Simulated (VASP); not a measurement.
# ZrB2 (P6/mmm) in VASP: further runs

Runs on ZrB2. Level: LDA. Tasks: single point.

All numbers are computed with VASP 6.6.1; they aren't measurements. Logs are shortened: lines on timing, memory, paths and dates and some standing lists are left out, and cuts for length are marked.

## 1. The cell of the first run

The structure is hexagonal, space group P6/mmm (No. 191). The conventional cell has a = 3.109 Å, b = 3.109 Å, c = 3.259 Å, α = 90.00°, β = 90.00°, γ = 120.00°. Within 3.2 Å of Zr (site symmetry 6/mmm) lie 12 B at 2.42 Å and 6 Zr at 3.11 Å. Within 2.4 Å of B (site symmetry -6m2) lie 3 B at 1.79 Å.

## 2. Single point, LDA (volume 9.092 Å^3 an atom, c/a of the conventional cell 1.0482)

File INCAR:

```
SYSTEM = ZrB2
ALGO     = Normal         ! electronic algorithm
EDIFF    = 1E-6           ! SCF threshold, eV
ENCUT    = 520            ! plane-wave cutoff, eV
GGA      = CA             ! functional
ISIF     = 2              ! what is computed and relaxed
ISMEAR   = 0              ! smearing method
LASPH    = .TRUE.         ! aspherical terms in the spheres
LCHARG   = .TRUE.         ! write CHGCAR
LELF     = .TRUE.         ! ELF
LREAL    = .FALSE.        ! projectors in reciprocal space
LVHAR    = .TRUE.       
LWAVE    = .FALSE.        ! write WAVECAR
NBANDS   = 16             ! bands
NELM     = 60             ! most SCF steps
PREC     = Accurate       ! precision mode
SIGMA    = 0.15           ! smearing width, eV
```

File KPOINTS:

```
k-points
0
G
  18 18 12
  0 0 0
```

File POSCAR:

```
ZrB2
1.0
    3.1088657255      0.0000000000      0.0000000000
   -1.5544328628      2.6923566952      0.0000000000
    0.0000000000      0.0000000000      3.2587130534
Zr B
1 2
Direct
    0.0000000000      0.0000000000      0.0000000000
    0.3333333333      0.6666666667      0.5000000000
    0.6666666667      0.3333333333      0.5000000000
```

Potentials or basis: VASP PAW LDA potentials, release 64 (Zr_sv, B).

Command:

```console
$ cat potpaw_LDA.64/Zr_sv/POTCAR potpaw_LDA.64/B/POTCAR > POTCAR
$ mpirun -np 1 vasp_std > vasp.out
```

OUTCAR:

```text
SYSTEM = ZrB2
   EDIFF = 1E-6
   ENCUT = 520
   GGA = CA
   ISIF = 2
   ISMEAR = 0
   LASPH = .TRUE.
   LREAL = .FALSE.
   NELM = 60
   PREC = Accurate

 ion  position               nearest neighbor table
   1  0.000  0.000  0.000-   2 2.42   3 2.42   2 2.42   3 2.42   2 2.42   2 2.42   3 2.42   3 2.42
                             3 2.42   3 2.42   2 2.42   2 2.42
   2  0.333  0.667  0.500-   3 1.79   3 1.79   3 1.79   1 2.42   1 2.42   1 2.42   1 2.42   1 2.42
                             1 2.42
   3  0.667  0.333  0.500-   2 1.79   2 1.79   2 1.79   1 2.42   1 2.42   1 2.42   1 2.42   1 2.42
                             1 2.42

  LATTYP: Found a hexagonal cell.
 ALAT       =     3.1088657255
 C/A-ratio  =     1.0482000000

  Lattice vectors:

 A1 = (   3.1088657255,   0.0000000000,   0.0000000000)
 A2 = (  -1.5544328628,   2.6923566952,   0.0000000000)
 A3 = (   0.0000000000,   0.0000000000,   3.2587130534)

Analysis of symmetry for initial positions (statically):
=====================================================================
 Subroutine PRICEL returns:
 Original cell was already a primitive cell.

 Routine SETGRP: Setting up the symmetry group for a
 hexagonal supercell.

 Subroutine GETGRP returns: Found 24 space group operations
 (whereof 24 operations were pure point group operations)
 out of a pool of 24 trial point group operations.

The static configuration has the point symmetry D_6h.

Analysis of symmetry for dynamics (positions and initial velocities):
=====================================================================
 Subroutine PRICEL returns:
 Original cell was already a primitive cell.

 Routine SETGRP: Setting up the symmetry group for a
 hexagonal supercell.

 Subroutine GETGRP returns: Found 24 space group operations
 (whereof 24 operations were pure point group operations)
 out of a pool of 24 trial point group operations.

The dynamic configuration has the point symmetry D_6h.

 Subroutine INISYM returns: Found 24 space group operations
 (whereof 24 operations are pure point group operations),
 and found     1 'primitive' translations

----------------------------------------------------------------------------------------

                                     Primitive cell

  volume of cell :      27.2760

  direct lattice vectors                    reciprocal lattice vectors
     3.108865725  0.000000000  0.000000000     0.321660724  0.185710906  0.000000000
    -1.554432863  2.692356695  0.000000000     0.000000000  0.371421811  0.000000000
     0.000000000  0.000000000  3.258713053     0.000000000  0.000000000  0.306869609

  length of vectors
     3.108865725  3.108865725  3.258713053     0.371421811  0.371421811  0.306869609

  position of ions in fractional coordinates (direct lattice)
     0.000000000  0.000000000  0.000000000
     0.333333333  0.666666667  0.500000000
     0.666666667  0.333333333  0.500000000

  ion indices of the primitive-cell ions
   primitive index   ion index
                 1           1
                 2           2
                 3           3

----------------------------------------------------------------------------------------

 KPOINTS: k-points

Automatic generation of k-mesh.
 Grid dimensions read from file:
 generate k-points for:   18   18   12

 Generating k-lattice:

  Cartesian coordinates                     Fractional coordinates (reciprocal lattice)
     0.017870040  0.010317273  0.000000000     0.055555556  0.000000000  0.000000000
     0.000000000  0.020634545  0.000000000     0.000000000  0.055555556  0.000000000
     0.000000000  0.000000000  0.025572467     0.000000000  0.000000000  0.083333333

  Length of vectors
     0.020634545  0.020634545  0.025572467

  Shift w.r.t. Gamma in fractional coordinates (k-lattice)
     0.000000000  0.000000000  0.000000000

 Subroutine IBZKPT returns following result:
 ===========================================

 Found    259 irreducible k-points:

 Following reciprocal coordinates:
            Coordinates               Weight
  0.000000  0.000000  0.000000      1.000000
  0.055556  0.000000  0.000000      6.000000
  0.111111  0.000000  0.000000      6.000000
  0.166667 -0.000000  0.000000      6.000000
  0.222222  0.000000  0.000000      6.000000
  0.277778  0.000000  0.000000      6.000000
[... 16 lines left out ...]
  0.333333  0.111111  0.000000     12.000000
  0.388889  0.111111  0.000000     12.000000
 [... further k-points ...]
   k-points           NKPTS =    259   k-points in BZ     NKDIM =    259   number of bands    NBANDS=     16
   number of dos      NEDOS =    301   number of ions     NIONS =      3
   total plane-waves  NPLWV =  13824
   dimension x,y,z NGX =    24 NGY =   24 NGZ =   24
   dimension x,y,z NGXF=    48 NGYF=   48 NGZF=   48
   ions per type =               1   2
   NGX,Y,Z   is equivalent  to a cutoff of  12.83, 12.83, 12.24 a.u.
   NGXF,Y,Z  is equivalent  to a cutoff of  25.67, 25.67, 24.49 a.u.
 SYSTEM =  ZrB2
   PREC   = accura    normal or accurate (medium, high low for compatibility)
   ISTART =      0    job   : 0-new  1-cont  2-samecut
   ICHARG =      2    charge: 1-file 2-atom 10-const
   ISPIN  =      1    spin polarized calculation?
   LNONCOLLINEAR =      F non collinear calculations
   LSORBIT =      F    spin-orbit coupling
   LASPH  =      T    aspherical Exc in radial PAW
   ENCUT  =  520.0 eV  38.22 Ry    6.18 a.u.   5.78  5.78  6.06*2*pi/ulx,y,z
   NELM   =     60;   NELMIN=  2; NELMDL= -5     # of ELM steps
   EDIFF  = 0.1E-05   stopping-criterion for ELM
   LREAL  =      F    real-space projection
   EDIFFG = 0.1E-04   stopping-criterion for IOM
   NSW    =      0    number of steps for IOM
   IBRION =     -1    ionic relax: 0-MD 1-quasi-New 2-CG
   NFREE  =      0    steps in history (QN), initial steepest desc. (CG)
   ISIF   =      2    stress and relaxation
   ISYM   =      2    0-nonsym 1-usesym 2-fastsym
   POTIM  = 0.5000    time-step for ionic-motion
   TEBEG  =    0.0;   TEEND  =   0.0 temperature during run
   PSTRESS=    0.0 pullay stress
   NELECT =      18.0000    total number of electrons
   NUPDOWN=      -1.0000    fix difference up-down
   EMIN   =  10.00;   EMAX   =-10.00  energy-range for DOS
   EFERMI =   0.00;   METHOD = LEGACY
   ISMEAR =     0;   SIGMA  =   0.15  broadening in eV -4-tet -1-fermi 0-gaus
   EFERMI_NEDOS =   21; number of points for ismear=-14 and -15
   IALGO  =     38    algorithm
   IMIX   =      4    mixing-type and parameters
     AMIX     =   0.40;   BMIX     =  1.00
     AMIX_MAG =   1.60;   BMIX_MAG =  1.00
  volume/ion in A,a.u.               =       9.09        61.36
  Fermi-wavevector in a.u.,A,eV,Ry     =   1.425297  2.693421 27.639857  2.031472
  Thomas-Fermi vector in A             =   2.545696
   LORBIT       =      0    0 simple, 1 ext, 2 COOP (PROOUT), +10 PAW based schemes
   GGA     = CA    functional components
   LHFCALC =     F    Hartree Fock is set to
   AEXX    =    0.0000 exact exchange contribution
   IVDW    =     0    specifies the selected vdW correction
   LEPSILON=     F    determine dielectric tensor
   LRPA    =     F    only Hartree local field effects (RPA)
 non-spin polarized calculation
 Gauss-broadening in eV      SIGMA  =   0.15
  energy-cutoff  :      520.00
  volume of cell :       27.28
 maximum number of plane-waves:       750
 NGX is ok and might be reduce to    24
   NGX = 11   NGY = 11   NGZ = 13

 number of electron      18.0000000 magnetization

 Free energy of the ion-electron system (eV)
  ---------------------------------------------------
  ext. energy  EPLUGINS =         0.00000000
  ---------------------------------------------------
  free energy    TOTEN  =       -27.22070405 eV

  energy without entropy =      -27.21811433  energy(sigma->0) =      -27.21940919

 E-fermi :  11.8707     XC(G=0): -13.1582

 val. band max:       11.8531110508   @ k =   0.0556   0.0556   0.4167
 cond. band min:      11.8797056162   @ k =   0.0556   0.0556   0.5000
 fundamental gap:      0.0265945654
 Fermi energy:        11.8706805438

 k-point     1 :       0.0000    0.0000    0.0000
  band No.  band energies     occupation
      1     -36.0126      2.00000
      2     -14.3527      2.00000
      3     -13.7737      2.00000
      4     -13.7737      2.00000
      5      -1.1156      2.00000
      6       8.5322      2.00000
[... 8 lines left out ...]
     15      17.2159      0.00000
     16      17.2159      0.00000

 k-point     2 :       0.0556    0.0000    0.0000
  band No.  band energies     occupation
      1     -36.0079      2.00000
      2     -14.3459      2.00000
      3     -13.8152      2.00000
      4     -13.7825      2.00000
      5      -1.0453      2.00000
      6       8.3640      2.00000
[... 8 lines left out ...]
     15      17.9764      0.00000
     16      18.0332      0.00000

 k-point     3 :       0.1111    0.0000    0.0000
  band No.  band energies     occupation
      1     -35.9941      2.00000
      2     -14.3263      2.00000
      3     -13.9329      2.00000
      4     -13.8078      2.00000
      5      -0.8400      2.00000
      6       7.9158      2.00000
[... 8 lines left out ...]
     15      18.6678      0.00000
     16      19.0436      0.00000

 k-point     4 :       0.1667   -0.0000    0.0000
  band No.  band energies     occupation
      1     -35.9730      2.00000
      2     -14.2960      2.00000
      3     -14.1087      2.00000
      4     -13.8463      2.00000
      5      -0.5148      2.00000
      6       7.3014      2.00000
[... 8 lines left out ...]
     15      19.1888      0.00000
     16      19.2122      0.00000

 k-point     5 :       0.2222    0.0000    0.0000
  band No.  band energies     occupation
      1     -35.9469      2.00000
      2     -14.3174      2.00000
      3     -14.2586      2.00000
      4     -13.8930      2.00000
      5      -0.0902      2.00000
      6       6.6136      2.00000
[... 8 lines left out ...]
     15      19.5181      0.00000
     16      20.2392      0.00000

 k-point     6 :       0.2778    0.0000    0.0000
  band No.  band energies     occupation
      1     -35.9189      2.00000
      2     -14.5320      2.00000
      3     -14.2185      2.00000
      4     -13.9422      2.00000
      5       0.4122      2.00000
      6       5.9059      2.00000
[... 8 lines left out ...]
     15      20.3276      0.00000
     16      21.6541      0.00000
[... 267 lines left out ...]
 k-point    21 :       0.2222    0.1111    0.0000
  band No.  band energies     occupation
      1     -35.9103      2.00000
      2     -14.5525      2.00000
      3     -14.2062      2.00000
      4     -14.0063      2.00000
      5       0.5880      2.00000
      6       5.8876      2.00000
[... 8 lines left out ...]
     15      20.1648      0.00000
     16      21.7654      0.00000

 k-point    22 :       0.2778    0.1111    0.0000
  band No.  band energies     occupation
      1     -35.8854      2.00000
      2     -14.7205      2.00000
      3     -14.1704      2.00000
      4     -14.0661      2.00000
      5       1.1473      2.00000
      6       5.2527      2.00000
[... 8 lines left out ...]
     15      20.8936      0.00000
     16      22.7704      0.00000

 k-point    23 :       0.3333    0.1111    0.0000
  band No.  band energies     occupation
      1     -35.8650      2.00000
      2     -14.8543      2.00000
      3     -14.1410      2.00000
      4     -14.1144      2.00000
      5       1.7450      2.00000
      6       4.6084      2.00000
[... 8 lines left out ...]
     15      21.9450      0.00000
     16      22.3979      0.00000

 k-point    24 :       0.3889    0.1111    0.0000
  band No.  band energies     occupation
      1     -35.8516      2.00000
      2     -14.9403      2.00000
      3     -14.1457      2.00000
      4     -14.1217      2.00000
      5       2.3373      2.00000
      6       3.9910      2.00000
[... 8 lines left out ...]
     15      21.8319      0.00000
     16      22.7877      0.00000

 [... further k-points ...]
[... 5 lines left out ...]
  --------------------------------------------------------------------------------------
  -------------------------------------------------------------------------------------
  Total        3.1545369      3.1545369      7.0258463     -0.0000000     -0.0000000     -0.0000000
  in kB      185.2957705    185.2957705    412.6943726     -0.0000000     -0.0000000     -0.0000000
  external PRESSURE =     261.0953045 kB  Pullay stress =       0.0000000 kB

 VOLUME and BASIS-vectors are now :
 -----------------------------------------------------------------------------
  energy-cutoff  :      520.00
  volume of cell :       27.28
      direct lattice vectors                 reciprocal lattice vectors
     3.108865725  0.000000000  0.000000000     0.321660724  0.185710906  0.000000000
    -1.554432863  2.692356695  0.000000000     0.000000000  0.371421811  0.000000000
     0.000000000  0.000000000  3.258713053     0.000000000  0.000000000  0.306869609

 POSITION                                       TOTAL-FORCE (eV/Angst)
 -----------------------------------------------------------------------------------
      0.00000      0.00000      0.00000        -0.000000      0.000000      0.000000
     -0.00000      1.79490      1.62936        -0.000000      0.000000      0.000000
      1.55443      0.89745      1.62936         0.000000     -0.000000     -0.000000
 -----------------------------------------------------------------------------------
    total drift:                               -0.000000      0.000000      0.000000

  FREE ENERGIE OF THE ION-ELECTRON SYSTEM (eV)
  ---------------------------------------------------
  free  energy   TOTEN  =       -27.2207040502 eV

  energy  without entropy=      -27.2181143279  energy(sigma->0) =      -27.21940919
```

It took 29 s on 1 thread of Intel Xeon 6975P-C (Granite Rapids), shared host; peak memory 0.21 GiB.

Results:

- Free energy: -27.2207 eV
- Pressure: 26.1 GPa
- Band gap on the k mesh: zero (band 9 reaches 12.56 eV, above the bottom of band 10 at 11.47 eV)

Levels at points of the mesh, in eV from the Fermi level:
| k point | band 7 | band 8 | band 9 | band 10 | band 11 | band 12 |
| --- | --- | --- | --- | --- | --- | --- |
| (0.00, 0.00, 0.00) | -3.34 | -2.76 | -1.68 | 3.94 | 3.94 | 4.90 |
| (0.50, 0.00, 0.00) | -3.85 | -3.24 | -3.09 | 2.72 | 2.77 | 5.18 |
| (0.00, 0.00, 0.50) | -1.28 | -1.28 | -0.26 | -0.26 | 0.83 | 0.83 |
| (0.50, 0.00, 0.50) | -5.33 | -4.57 | -1.71 | 4.64 | 5.18 | 5.86 |

## 3. Single point, LDA (volume 9.092 Å^3 an atom, c/a of the conventional cell 0.9284)

File INCAR:

```
PREC = Accurate
ENCUT = 520
EDIFF = 1E-6
ISMEAR = 0
SIGMA = 0.15
LREAL = F
LASPH = T
NELM = 100
ALGO = Normal
ISIF = 2
LWAVE = F
LCHARG = T
LELF = T
LVHAR = T
NBANDS = 16
```

File KPOINTS:

```
regular mesh
0
Gamma
  18 18 12
```

File POSCAR:

```
ZrB2
1.0
    3.2372157108      0.0000000000      0.0000000000
   -1.6186078554      2.8035110430      0.0000000000
    0.0000000000      0.0000000000      3.0054310659
Zr B
1 2
Direct
    0.0000000000      0.0000000000      0.0000000000
    0.3333333333      0.6666666667      0.5000000000
    0.6666666667      0.3333333333      0.5000000000
```

Potentials or basis: VASP PAW LDA potentials, release 64 (Zr_sv, B).

Command:

```console
$ cat potpaw_LDA.64/Zr_sv/POTCAR potpaw_LDA.64/B/POTCAR > POTCAR
$ mpirun -np 1 vasp_std > vasp.out
```

OUTCAR:

```text
PREC = Accurate
   ENCUT = 520
   EDIFF = 1E-6
   ISMEAR = 0
   LREAL = F
   LASPH = T
   NELM = 100
   ISIF = 2

 ion  position               nearest neighbor table
   1  0.000  0.000  0.000-   2 2.40   3 2.40   2 2.40   3 2.40   2 2.40   2 2.40   3 2.40   3 2.40
                             3 2.40   3 2.40   2 2.40   2 2.40
   2  0.333  0.667  0.500-   3 1.87   3 1.87   3 1.87   1 2.40   1 2.40   1 2.40   1 2.40   1 2.40
                             1 2.40
   3  0.667  0.333  0.500-   2 1.87   2 1.87   2 1.87   1 2.40   1 2.40   1 2.40   1 2.40   1 2.40
                             1 2.40

  LATTYP: Found a hexagonal cell.
[... 646 lines left out ...]
     16      22.6809      0.00000

 [... further k-points ...]
[... 5 lines left out ...]
  --------------------------------------------------------------------------------------
  -------------------------------------------------------------------------------------
  Total        0.7757352      0.7757352     12.2294247      0.0000000     -0.0000000      0.0000000
  in kB       45.5662602     45.5662602    718.3497207      0.0000000     -0.0000000      0.0000000
  external PRESSURE =     269.8274137 kB  Pullay stress =       0.0000000 kB

 VOLUME and BASIS-vectors are now :
 -----------------------------------------------------------------------------
  energy-cutoff  :      520.00
  volume of cell :       27.28
      direct lattice vectors                 reciprocal lattice vectors
     3.237215711  0.000000000  0.000000000     0.308907434  0.178347790  0.000000000
    -1.618607855  2.803511043  0.000000000     0.000000000  0.356695581  0.000000000
     0.000000000  0.000000000  3.005431066     0.000000000  0.000000000  0.332730972

 POSITION                                       TOTAL-FORCE (eV/Angst)
 -----------------------------------------------------------------------------------
      0.00000      0.00000      0.00000         0.000000      0.000000      0.000000
     -0.00000      1.86901      1.50272        -0.000000      0.000000      0.000000
      1.61861      0.93450      1.50272         0.000000      0.000000      0.000000
 -----------------------------------------------------------------------------------
    total drift:                               -0.000000      0.000000      0.000000

  FREE ENERGIE OF THE ION-ELECTRON SYSTEM (eV)
  ---------------------------------------------------
  free  energy   TOTEN  =       -26.5988570173 eV

  energy  without entropy=      -26.5964236211  energy(sigma->0) =      -26.59764032
```

stdout:

```text
POSCAR found type information on POSCAR ZrB
 POSCAR found :  2 types and       3 ions
 scaLAPACK will be used
 LDA part: xc-table for (Slater(with rela. corr.)+CA(PZ))
 , standard interpolation
 POSCAR, INCAR and KPOINTS ok, starting setup
 FFT: planning ... GRIDC
 FFT: planning ... GRID_SOFT
 FFT: planning ... GRID
 WAVECAR not read
 entering main loop
```

Run time: 30 s. Hardware: 1 thread of Intel Xeon 6975P-C (Granite Rapids), shared host; peak memory 0.21 GiB.

Results:

```yaml
Free_energy: -26.5989 eV
Pressure: 27.0 GPa
Band_gap_on_the_k_mesh: zero (band 9 reaches 12.43 eV, above the bottom of band 10 at 10.53 eV)
```

Stress tensor (GPa, compression positive):
```
 4.56  0.00  0.00
 0.00  4.56  0.00
 0.00  0.00 71.83
```

Levels at points of the mesh, in eV from the Fermi level:
```tsv
k point	band 5	band 6	band 7	band 8	band 9	band 10	band 11	band 12	band 13	band 14
(0.00, 0.00, 0.00)	-12.56	-3.96	-3.96	-2.40	-0.25	3.40	4.39	4.39	4.89	4.89
(0.50, 0.00, 0.00)	-9.22	-8.02	-3.09	-3.01	-2.39	3.48	3.66	4.20	4.83	7.94
(0.00, 0.00, 0.50)	-9.16	-7.02	-1.42	-1.42	-1.14	-1.14	0.97	0.97	3.74	6.15
(0.50, 0.00, 0.50)	-10.09	-5.99	-5.54	-4.45	-1.83	4.72	5.44	6.59	8.22	9.30
```
